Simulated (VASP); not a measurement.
## Nb: single point with RPBE

The system is Nb.

```
CELL_PARAMETERS angstrom
4.84559 0.00000 0.00000
-2.42280 4.19640 0.00000
0.00000 0.00000 2.66679
ATOMIC_POSITIONS crystal
Nb 0.00000 0.00000 0.00000
Nb 0.33333 0.66667 0.50000
Nb 0.66667 0.33333 0.50000
```

This isn't the form of Nb at room conditions, which is bcc.

```yaml
Program: VASP 6.6.1
Task: single point
Functional: RPBE
Potentials_or_basis: VASP PAW PBE potentials, release 64 (Nb_sv)
Cutoff: 520 eV
k_mesh: 8 × 8 × 13
Occupations: fermi-dirac, width 0.1 eV
Spin: no spin polarisation
```

```
Pressure               : 6.5 GPa
Band gap on the k mesh : zero (an odd number of electrons rules out a gap without spin polarisation)
```

Stress tensor (GPa, compression positive):
```
6.60 0.00 0.00
0.00 6.60 0.00
0.00 0.00 6.40
```

Levels at points of the mesh, in eV from the Fermi level:
```tsv
k point	band 18	band 19	band 20	band 21	band 22	band 23
(0.00, 0.00, 0.00)	-1.21	-1.21	-1.01	0.62	0.62	2.96
(0.50, 0.00, 0.00)	-1.61	-1.06	-0.90	1.54	1.99	3.10
```

Run time: 42 s on 1 thread of AMD EPYC 9R45 96-Core Processor (Zen 5) (shared host), peak memory 0.18 GiB.

Caveat: the cell stands under pressure; the PAW data sets were made with another functional, which shifts forces and pressure a little.
